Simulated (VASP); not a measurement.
Set up this calculation in VASP 6.6.1, as the native input.

```yaml
Task: single point
Functional: PBE
Potentials_or_basis: VASP PAW PBE potentials, release 64 (Hf_pv, N)
Cutoff: 520 eV
k_mesh: 10 × 10 × 10
Occupations: fermi-dirac, width 0.1 eV
Spin: no spin polarisation
Dipole_correction: no
Further_INCAR_settings: ALGO = Normal; EDIFF = 1e-07; NBANDS = 14
```

The structure of HfN lies in POSCAR:

```
HfN
1.0
    0.0000000000      2.2560000000      2.2560000000
    2.2560000000      0.0000000000      2.2560000000
    2.2560000000      2.2560000000      0.0000000000
Hf N
1 1
Direct
    0.0000000000      0.0000000000      0.0000000000
    0.5000000000      0.5000000000      0.5000000000
```

One way to write it, as run:

INCAR

```
  PREC = Accurate
  ENCUT = 520
  EDIFF = 1E-7
  ISMEAR = -1
  SIGMA = 0.1
  LREAL = F
  LASPH = T
  NELM = 80
  ALGO = Normal
  ISIF = 2
  LWAVE = F
  LCHARG = F
  GGA = PE
  NBANDS = 14
```

KPOINTS

```
Automatic mesh
0
Gamma
  10 10 10
```

Potentials or basis: VASP PAW PBE potentials, release 64 (Hf_pv, N).

The run is started by

```console
$ cat potpaw_PBE.64/Hf_pv/POTCAR potpaw_PBE.64/N/POTCAR > POTCAR
$ mpirun -np 1 vasp_std > vasp.out
```

Results of the run:

```
Pressure : 4.3 GPa
```

Wall time 22 s on 1 thread of Intel Xeon 8259CL (shared host), peak memory 0.15 GiB.
